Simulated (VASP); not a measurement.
BaHfO3:

```
CELL_PARAMETERS angstrom
-2.96000 4.17500 2.94500
2.96000 -4.17500 2.94500
2.96000 4.17500 -2.94500
ATOMIC_POSITIONS crystal
Ba 0.25200 0.50200 0.75000
Ba 0.74800 0.49800 0.25000
Hf 0.00000 0.00000 0.00000
Hf 0.50000 0.00000 0.50000
O 0.72700 0.00000 0.22700
O 0.27300 0.50000 0.27300
O 0.72700 0.50000 0.72700
O 0.27300 0.00000 0.77300
O 0.70500 0.95500 0.75000
O 0.29500 0.04500 0.25000
```

- Program: VASP 6.6.1
- Task: relaxation of cell and atoms
- Functional: PBE
- Potentials or basis: VASP PAW PBE potentials, release 64 (Ba_sv, Hf_pv, O)
- Cutoff: 600 eV
- k mesh: 3 × 3 × 3
- Occupations: gaussian, width 0.15 eV
- Spin: no spin polarisation

At the start: pressure 3.4 GPa; volume 14.56 Å³/atom.

**Question.** Where does the relaxation end?

**Answer.** Over 10 steps the energy falls by 124.1 meV/atom and the volume is 14.82 Å³/atom (+1.8 %); space group Imma (No. 74, to 0.1 Å) before, Pm-3m (No. 221, to 0.1 Å).

Step by step:
| step | energy change (eV) | largest force (eV/Å) | pressure (GPa) | volume (Å³) |
| --- | --- | --- | --- | --- |
| 1 | 0.0000 | 2.3533 | 3.39 | 145.58 |
| 2 | -0.8029 | 1.2577 | -3.69 | 152.16 |
| 3 | -0.9233 | 0.7264 | -6.92 | 155.79 |
| 4 | -1.1719 | 0.3282 | 4.32 | 144.46 |
| 5 | -1.2244 | 0.2204 | 0.64 | 147.67 |
| 6 | -1.2243 | 0.2263 | 0.79 | 147.51 |
| 7 | -1.2342 | 0.1903 | 0.13 | 148.10 |
| 8 | -1.2347 | 0.1820 | -0.05 | 148.26 |
| 9 | -1.2380 | 0.1211 | -0.02 | 148.22 |
| 10 | -1.2406 | 0.0050 | 0.05 | 148.15 |

Final structure:
```cif
data_structure
_symmetry_space_group_name_H-M 'P 1'
_symmetry_Int_Tables_number 1
_cell_length_a 5.9397
_cell_length_b 5.9397
_cell_length_c 5.9397
_cell_angle_alpha 119.995
_cell_angle_beta 89.979
_cell_angle_gamma 120.029
_cell_volume 148.15
loop_
_atom_site_label
_atom_site_type_symbol
_atom_site_fract_x
_atom_site_fract_y
_atom_site_fract_z
_atom_site_occupancy
Ba1 Ba 0.25011 0.50011 0.75000 1
Ba2 Ba 0.74989 0.49989 0.25000 1
Hf1 Hf 0.00000 0.00000 0.00000 1
Hf2 Hf 0.50000 0.00000 0.50000 1
O1 O 0.74950 0.00000 0.24950 1
O2 O 0.25050 0.50000 0.25050 1
O3 O 0.74950 0.50000 0.74950 1
O4 O 0.25050 0.00000 0.75050 1
O5 O 0.75075 0.00075 0.75000 1
O6 O 0.24925 0.99925 0.25000 1
```

Caveat: the k points lie up to 0.43 Å⁻¹ apart in the final cell.
